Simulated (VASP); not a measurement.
The system is Os.

```
Os
1.0
     2.64436    0.00000    0.00000
     0.00000    2.64436    0.00000
     0.00000    0.00000    2.64436
Os
1
Direct
  0.00000 0.00000 0.00000
```

```yaml
Program: VASP 6.6.1
Task: relaxation of cell and atoms
Functional: PBE
Potentials_or_basis: VASP PAW PBE potentials, release 64 (Os)
Cutoff: 600 eV
k_mesh: 15 × 15 × 15
Occupations: fermi-dirac, width 0.05 eV
Spin: no spin polarisation
```

At the start: pressure -21.9 GPa; volume 18.49 Å³/atom.

How do energy, volume and symmetry change on relaxing?

Over 5 steps the energy falls by 133.9 meV/atom and the volume is 16.71 Å³/atom (-9.6 %); space group Pm-3m (No. 221, to 0.05 Å).

Step by step:
| step | energy change (eV) | largest force (eV/Å) | pressure (GPa) | volume (Å³) |
| --- | --- | --- | --- | --- |
| 1 | 0.0000 | 0.0000 | -21.87 | 18.49 |
| 2 | 1.4127 | 0.0000 | 154.13 | 12.53 |
| 3 | -0.1319 | 0.0000 | -3.17 | 16.91 |
| 4 | -0.1337 | 0.0000 | -1.13 | 16.78 |
| 5 | -0.1339 | 0.0000 | 0.01 | 16.71 |

Final structure:
```
Os
1.0
     2.55674    0.00000    0.00000
     0.00000    2.55674    0.00000
     0.00000    0.00000    2.55674
Os
1
Direct
  0.00000 0.00000 0.00000
```
